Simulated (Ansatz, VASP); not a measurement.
**One calculation of GaAs, two programs**

File INCAR:

```
PREC = Accurate
ENCUT = 980
EDIFF = 1E-6
ISMEAR = -1
SIGMA = 0.05
LREAL = False
LASPH = True
NELM = 60
ALGO = Normal
ISIF = 3
LWAVE = False
LCHARG = False
GGA = PE
IBRION = 2
NSW = 40
EDIFFG = -0.02
```

Contents of KPOINTS:

```
regular mesh
0
Gamma
  8 8 8
```

POSCAR

```
GaAs
1.0
    0.0000000000      2.8268500000      2.8268500000
    2.8268500000      0.0000000000      2.8268500000
    2.8268500000      2.8268500000      0.0000000000
As Ga
1 1
Direct
    0.7500000000      0.7500000000      0.7500000000
    0.0000000000      0.0000000000      0.0000000000
```

The input input.yaml:

```yaml
crystal:
  lattice:
    - [0.0, 2.82685, 2.82685]
    - [2.82685, 0.0, 2.82685]
    - [2.82685, 2.82685, 0.0]
  atoms:
    - { symbol: As, position: [0.75, 0.75, 0.75] }
    - { symbol: Ga, position: [0.0, 0.0, 0.0] }
hamiltonian:
  xc: pbe
  pseudopotentials: { kind: paw }
kpoints:
  mp_grid: { grid: [8, 8, 8] }
scf:
  occupations: { method: fermi_dirac, width: 0.05 }
output:
  forces: true
  stress: true
  write_density: true
  write_potential: true
  elf: true
  volumetric_format: npy
relax:
  f_tol: 0.01
  max_steps: 40
  cell: { stress_tol: 0.05 }
```

Alike in both runs: task relaxation of cell and atoms; functional PBE; k mesh 8 × 8 × 8; occupations fermi-dirac, width 0.05 eV; no spin polarisation.

|  | VASP | Ansatz |
| --- | --- | --- |
| version | VASP 6.6.1 | Ansatz 0.2.0 |
| potentials or method | VASP PAW PBE potentials, release 64 (As, Ga_h) | Ansatz PAW |
| plane-wave cutoff (eV) | 980 | 420 |
| valence electrons in the cell | 18 | 28 |

|  | VASP | Ansatz | Ansatz less VASP |
| --- | --- | --- | --- |
| gap on the k mesh at the Fermi level, each at its own relaxed structure (eV) | 0.15 | 0.16 | +0.011 |
| relaxed volume (Å³/atom) | 23.76 | 23.71 | -0.052 |
| relaxed cell length with the largest relative difference (Å) | 4.065 | 4.063 | -0.0030 |

VASP's potentials hold 18 valence electrons a cell and Ansatz's 28, so a difference there can come from the potentials and not from the codes.

Noted on Ansatz's run: the plane-wave basis is chosen anew once the cell has moved, so the energies of steps on either side of that aren't comparable.
